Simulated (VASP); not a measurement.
# TaC (Fm-3m) in VASP: a series of runs

TaC is run at these levels: PBE; tasks: single point.

All numbers are computed with VASP 6.6.1; they aren't measurements. Logs are shortened: lines on timing, memory, paths and dates and some standing lists are left out, and cuts for length are marked.

**1. The cell of the first run**

The structure is cubic, space group Fm-3m (No. 225). Conventional cell: a = 4.446 Å, b = 4.446 Å, c = 4.446 Å, α = 90.00°, β = 90.00°, γ = 90.00°. Ta (site symmetry m-3m) has 6 C at 2.22 Å within 2.9 Å. C (site symmetry m-3m) has 6 Ta at 2.22 Å within 2.9 Å.

**2. Single point, PBE**

The input, INCAR:

```
PREC = Accurate ; ENCUT = 600
EDIFF = 1E-6 ; ISMEAR = 0
SIGMA = 0.1 ; LREAL = False
LASPH = True ; NELM = 120
ALGO = Normal ; ISIF = 2
LWAVE = False ; LCHARG = False
GGA = PE ; NBANDS = 14
GGA_COMPAT = False
```

The input, KPOINTS:

```
regular mesh
0
Gamma
  6 6 6
```

The input, POSCAR:

```
TaC
1.0
    0.0000000000      2.2230000500      2.2230000500
    2.2230000500      0.0000000000      2.2230000500
    2.2230000500      2.2230000500      0.0000000000
Ta C
1 1
Direct
    0.0000000000      0.0000000000      0.0000000000
    0.5000000000      0.5000000000      0.5000000000
```

Potentials or basis: VASP PAW PBE potentials, release 64 (Ta_pv, C).

Run with:

```sh
$ cat potpaw_PBE.64/Ta_pv/POTCAR potpaw_PBE.64/C/POTCAR > POTCAR
$ mpirun -np 1 vasp_std > vasp.out
```

OUTCAR:

```text
PREC = Accurate
   ENCUT = 600
   EDIFF = 1E-6
   ISMEAR = 0
   LREAL = False
   LASPH = True
   NELM = 120
   ISIF = 2
   GGA = PE

 ion  position               nearest neighbor table
   1  0.000  0.000  0.000-   2 2.22   2 2.22   2 2.22   2 2.22   2 2.22   2 2.22
   2  0.500  0.500  0.500-   1 2.22   1 2.22   1 2.22   1 2.22   1 2.22   1 2.22

  LATTYP: Found a face centered cubic cell.
 ALAT       =     4.4460001000

  Lattice vectors:

 A1 = (   0.0000000000,   2.2230000500,   2.2230000500)
 A2 = (   2.2230000500,   0.0000000000,   2.2230000500)
 A3 = (   2.2230000500,   2.2230000500,   0.0000000000)

Analysis of symmetry for initial positions (statically):
=====================================================================
 Subroutine PRICEL returns:
 Original cell was already a primitive cell.

 Routine SETGRP: Setting up the symmetry group for a
 face centered cubic supercell.

 Subroutine GETGRP returns: Found 48 space group operations
 (whereof 48 operations were pure point group operations)
 out of a pool of 48 trial point group operations.

The static configuration has the point symmetry O_h .

Analysis of symmetry for dynamics (positions and initial velocities):
=====================================================================
 Subroutine PRICEL returns:
 Original cell was already a primitive cell.

 Routine SETGRP: Setting up the symmetry group for a
 face centered cubic supercell.

 Subroutine GETGRP returns: Found 48 space group operations
 (whereof 48 operations were pure point group operations)
 out of a pool of 48 trial point group operations.

The dynamic configuration has the point symmetry O_h .

 Subroutine INISYM returns: Found 48 space group operations
 (whereof 48 operations are pure point group operations),
 and found     1 'primitive' translations

----------------------------------------------------------------------------------------

                                     Primitive cell

  volume of cell :      21.9709

  direct lattice vectors                    reciprocal lattice vectors
     0.000000000  2.223000050  2.223000050    -0.224921272  0.224921272  0.224921272
     2.223000050  0.000000000  2.223000050     0.224921272 -0.224921272  0.224921272
     2.223000050  2.223000050  0.000000000     0.224921272  0.224921272 -0.224921272

  length of vectors
     3.143796820  3.143796820  3.143796820     0.389575072  0.389575072  0.389575072

  position of ions in fractional coordinates (direct lattice)
     0.000000000  0.000000000  0.000000000
     0.500000000  0.500000000  0.500000000

  ion indices of the primitive-cell ions
   primitive index   ion index
                 1           1
                 2           2

[... 78 lines left out ...]
   EFERMI_NEDOS =   21; number of points for ismear=-14 and -15
   IALGO  =     38    algorithm
   IMIX   =      4    mixing-type and parameters
     AMIX     =   0.40;   BMIX     =  1.00
     AMIX_MAG =   1.60;   BMIX_MAG =  1.00
  volume/ion in A,a.u.               =      10.99        74.13
  Fermi-wavevector in a.u.,A,eV,Ry     =   1.441526  2.724089 28.272864  2.077997
  Thomas-Fermi vector in A             =   2.560148
   LORBIT       =      0    0 simple, 1 ext, 2 COOP (PROOUT), +10 PAW based schemes
   GGA     = PE    functional components
   LHFCALC =     F    Hartree Fock is set to
   AEXX    =    0.0000 exact exchange contribution
   IVDW    =     0    specifies the selected vdW correction
   LEPSILON=     F    determine dielectric tensor
   LRPA    =     F    only Hartree local field effects (RPA)
 non-spin polarized calculation
 Gauss-broadening in eV      SIGMA  =   0.10
  energy-cutoff  :      600.00
  volume of cell :       21.97
 maximum number of plane-waves:       754
 NGX is ok and might be reduce to    28
   NGX = 13   NGY = 13   NGZ = 13

 number of electron      14.9999999 magnetization

 Free energy of the ion-electron system (eV)
  ---------------------------------------------------
  ext. energy  EPLUGINS =         0.00000000
  ---------------------------------------------------
  free energy    TOTEN  =       -22.18893937 eV

  energy without entropy =      -22.18087087  energy(sigma->0) =      -22.18490512

 E-fermi :   8.3964     XC(G=0): -13.2337

 val. band max:        8.3785504329   @ k =   0.5000   0.3333   0.1667
 cond. band min:       8.5128575104   @ k =  -0.3333   0.5000   0.1667
 fundamental gap:      0.1343070775
 Fermi energy:         8.3963550940

 k-point     1 :       0.0000    0.0000    0.0000
  band No.  band energies     occupation
      1     -26.5468      2.00000
      2     -26.5468      2.00000
      3     -26.5468      2.00000
      4      -6.4232      2.00000
      5       7.1322      2.00000
      6       7.1322      2.00000
      7       7.1322      2.00000
      8       7.9391      2.00000
      9       7.9391      2.00000
     10       7.9391      2.00000
     11       9.1415      0.00000
     12       9.1415      0.00000
     13      15.0884      0.00000
     14      18.5211      0.00000
[... 241 lines left out ...]
      1     -27.1005      2.00000
      2     -26.9031      2.00000
      3     -26.8106      2.00000
      4      -3.6835      2.00000
      5       3.4862      2.00000
      6       3.5626      2.00000
      7       3.8499      2.00000
      8       8.5129      0.09944
      9      11.5131      0.00000
     10      12.6367      0.00000
     11      13.0952      0.00000
     12      15.1555      0.00000
     13      19.3602      0.00000
     14      20.9319      0.00000

------------------------ aborting loop because EDIFF is reached ----------------------------------------

  FORCE on cell =-STRESS in cart. coord.  units (eV):
  Direction    XX          YY          ZZ          XY          YZ          ZX
  --------------------------------------------------------------------------------------
  -------------------------------------------------------------------------------------
  Total        0.9814862      0.9814862      0.9814862     -0.0000000     -0.0000000      0.0000000
  in kB       71.5725291     71.5725291     71.5725291     -0.0000000     -0.0000000      0.0000000
  external PRESSURE =      71.5725291 kB  Pullay stress =       0.0000000 kB

 VOLUME and BASIS-vectors are now :
 -----------------------------------------------------------------------------
  energy-cutoff  :      600.00
  volume of cell :       21.97
      direct lattice vectors                 reciprocal lattice vectors
     0.000000000  2.223000050  2.223000050    -0.224921272  0.224921272  0.224921272
     2.223000050  0.000000000  2.223000050     0.224921272 -0.224921272  0.224921272
     2.223000050  2.223000050  0.000000000     0.224921272  0.224921272 -0.224921272

 POSITION                                       TOTAL-FORCE (eV/Angst)
 -----------------------------------------------------------------------------------
      0.00000      0.00000      0.00000        -0.000000     -0.000000     -0.000000
      2.22300      2.22300      2.22300         0.000000      0.000000      0.000000
 -----------------------------------------------------------------------------------
    total drift:                                0.000000      0.000000      0.000000

  FREE ENERGIE OF THE ION-ELECTRON SYSTEM (eV)
  ---------------------------------------------------
  free  energy   TOTEN  =       -22.1889393656 eV

  energy  without entropy=      -22.1808708653  energy(sigma->0) =      -22.18490512
```

stdout:

```text
POSCAR found type information on POSCAR TaC
 POSCAR found :  2 types and       2 ions
 scaLAPACK will be used
 LDA part: xc-table for (Slater+PW92), standard interpolation
 POSCAR, INCAR and KPOINTS ok, starting setup
 FFT: planning ... GRIDC
 FFT: planning ... GRID_SOFT
 FFT: planning ... GRID
 WAVECAR not read
 entering main loop
```

It took 4.6 s on 1 thread of AMD EPYC 9R45 (Zen 5), shared host; peak memory 0.13 GiB.

What came out:

- Free energy: -22.1889 eV
- Pressure: 7.2 GPa

Caveat: the k points lie up to 0.41 Å⁻¹ apart; spin-orbit coupling is left out, which moves the levels of the heavy elements.

**3. Single point, PBE**

This run uses another cell than the first one, of 11.20 Å³/atom, 1.020 times its volume.

The input, INCAR:

```
PREC     = Accurate       # precision mode
ENCUT    = 600            # plane-wave cutoff, eV
EDIFF    = 1E-6           # SCF threshold, eV
ISMEAR   = 0              # smearing method
SIGMA    = 0.1            # smearing width, eV
LREAL    = False          # projectors in reciprocal space
LASPH    = True           # aspherical terms in the spheres
NELM     = 120            # most SCF steps
ALGO     = Normal         # electronic algorithm
ISIF     = 2              # what is computed and relaxed
LWAVE    = False          # write WAVECAR
LCHARG   = True           # write CHGCAR
GGA      = PE             # functional
LELF     = True           # ELF
LVHAR    = True         
NBANDS   = 14             # bands
GGA_COMPAT= False
```

The input, KPOINTS:

```
Automatic mesh
0
Gamma
  6 6 6
```

The input, POSCAR:

```
TaC
1.0
    0.0000000000      2.2375847983      2.2375847983
    2.2375847983      0.0000000000      2.2375847983
    2.2375847983      2.2375847983      0.0000000000
Ta C
1 1
Direct
    0.0000000000      0.0000000000      0.0000000000
    0.5000000000      0.5000000000      0.5000000000
```

Potentials or basis: VASP PAW PBE potentials, release 64 (Ta_pv, C).

Run with:

```sh
$ cat potpaw_PBE.64/Ta_pv/POTCAR potpaw_PBE.64/C/POTCAR > POTCAR
$ mpirun -np 1 vasp_std > vasp.out
```

Run time: 4.8 s. Hardware: 1 thread of AMD EPYC 9R45 (Zen 5), shared host; peak memory 0.13 GiB.

Results (log left out):

* Free energy: -22.1997 eV
* Pressure: 0.5 GPa

Levels at points of the mesh, in eV from the Fermi level:
```tsv
k point	band 6	band 7	band 8	band 9	band 10	band 11
(0.00, 0.00, 0.00)	-1.23	-1.23	-0.45	-0.45	-0.45	0.72
(0.50, 0.00, 0.00)	-5.36	-5.36	2.75	2.75	3.70	5.41
(0.50, 0.50, 0.00)	-4.40	-1.73	-1.73	2.64	4.10	4.10
```

Caveat: the k points lie up to 0.41 Å⁻¹ apart; spin-orbit coupling is left out, which moves the levels of the heavy elements.

**4. Single point, PBE**

This run uses another cell than the first one, of 11.19 Å³/atom, 1.018 times its volume.

The input, INCAR:

```
SYSTEM = TaC
ALGO     = Normal         ! electronic algorithm
EDIFF    = 1E-6           ! SCF threshold, eV
ENCUT    = 600            ! plane-wave cutoff, eV
GGA      = PE             ! functional
GGA_COMPAT= .FALSE.      
ISIF     = 2              ! what is computed and relaxed
ISMEAR   = 0              ! smearing method
LASPH    = .TRUE.         ! aspherical terms in the spheres
LCHARG   = .FALSE.        ! write CHGCAR
LREAL    = .FALSE.        ! projectors in reciprocal space
LWAVE    = .FALSE.        ! write WAVECAR
NBANDS   = 14             ! bands
NELM     = 120            ! most SCF steps
PREC     = Accurate       ! precision mode
SIGMA    = 0.2            ! smearing width, eV
```

The input, KPOINTS:

```
k-points
0
G
  7 7 7
  0 0 0
```

The input, POSCAR:

```
TaC
1.0
    0.0000000000      2.2365998200      2.2365998200
    2.2365998200      0.0000000000      2.2365998200
    2.2365998200      2.2365998200      0.0000000000
Ta C
1 1
Direct
    0.0000000000      0.0000000000      0.0000000000
    0.5000000000      0.5000000000      0.5000000000
```

Run with:

```sh
$ cat potpaw_PBE.64/Ta_pv/POTCAR potpaw_PBE.64/C/POTCAR > POTCAR
$ mpirun -np 1 vasp_std > vasp.out
```

It took 4.9 s on 1 thread of AMD EPYC 9R45 (Zen 5), shared host; peak memory 0.13 GiB.

It converged, with:

```
Free energy : -22.2130 eV
Pressure    : 1.0 GPa
```

Levels at points of the mesh, in eV from the Fermi level:
| k point | band 6 | band 7 | band 8 | band 9 | band 10 | band 11 |
| --- | --- | --- | --- | --- | --- | --- |
| (0.00, 0.00, 0.00) | -1.28 | -1.28 | -0.43 | -0.43 | -0.43 | 0.67 |

Caveat: spin-orbit coupling is left out, which moves the levels of the heavy elements.

**5. Single point, PBE**

This run uses another cell than the first one, of 11.20 Å³/atom, 1.020 times its volume.

The input, INCAR:

```
SYSTEM = TaC
PREC = Accurate
ENCUT = 600
EDIFF = 1E-6
ISMEAR = 0
SIGMA = 0.2
LREAL = .FALSE.
LASPH = .TRUE.
NELM = 120
ALGO = Normal
ISIF = 2
LWAVE = .FALSE.
LCHARG = .TRUE.
GGA = PE
LELF = .TRUE.
LVHAR = .TRUE.
NBANDS = 14
GGA_COMPAT = .FALSE.
```

The input, KPOINTS:

```
regular mesh
0
G
  7 7 7
  0 0 0
```

The input, POSCAR:

```
TaC
1.0
    0.0000000000      2.2376755373      2.2376755373
    2.2376755373      0.0000000000      2.2376755373
    2.2376755373      2.2376755373      0.0000000000
Ta C
1 1
Direct
    0.5000000000      0.5000000000      0.5000000000
    0.0000000000      0.0000000000      0.0000000000
```

Run with:

```sh
$ cat potpaw_PBE.64/Ta_pv/POTCAR potpaw_PBE.64/C/POTCAR > POTCAR
$ mpirun -np 1 vasp_std > vasp.out
```

Run time: 5.2 s. Hardware: 1 thread of AMD EPYC 9R45 (Zen 5), shared host; peak memory 0.13 GiB.

It converged, with:

* Free energy: -22.2132 eV
* Pressure: 0.5 GPa

Levels at points of the mesh, in eV from the Fermi level:
```tsv
k point	band 4	band 5	band 6	band 7	band 8	band 9	band 10	band 11	band 12	band 13
(0.00, 0.00, 0.00)	-14.69	-1.28	-1.28	-1.28	-0.43	-0.43	-0.43	0.67	0.67	6.45
```

Caveat: spin-orbit coupling is left out, which moves the levels of the heavy elements.

**6. Overview**

| cell | k mesh | smearing | gap on the mesh (eV) | pressure (GPa) |
| --- | --- | --- | --- | --- |
| a = 3.144 Å, angles 60.0°, 2 atoms | 6 × 6 × 6 | gaussian 0.1 eV | none | 7.2 |
| a = 3.164 Å, angles 60.0°, 2 atoms | 6 × 6 × 6 | gaussian 0.1 eV | none | 0.5 |
| a = 3.163 Å, angles 60.0°, 2 atoms | 7 × 7 × 7 | gaussian 0.2 eV | none | 1.0 |
| a = 3.165 Å, angles 60.0°, 2 atoms | 7 × 7 × 7 | gaussian 0.2 eV | none | 0.5 |

Alike in all rows: task single point; level PBE; potentials or basis VASP PAW PBE potentials, release 64 (Ta_pv, C); no spin polarisation; cutoff (eV) 600.

Caveats: some runs use coarse meshes; spin-orbit coupling is left out, which moves the levels of the heavy elements.

Absolute energies hang on the potentials; compare differences alone.
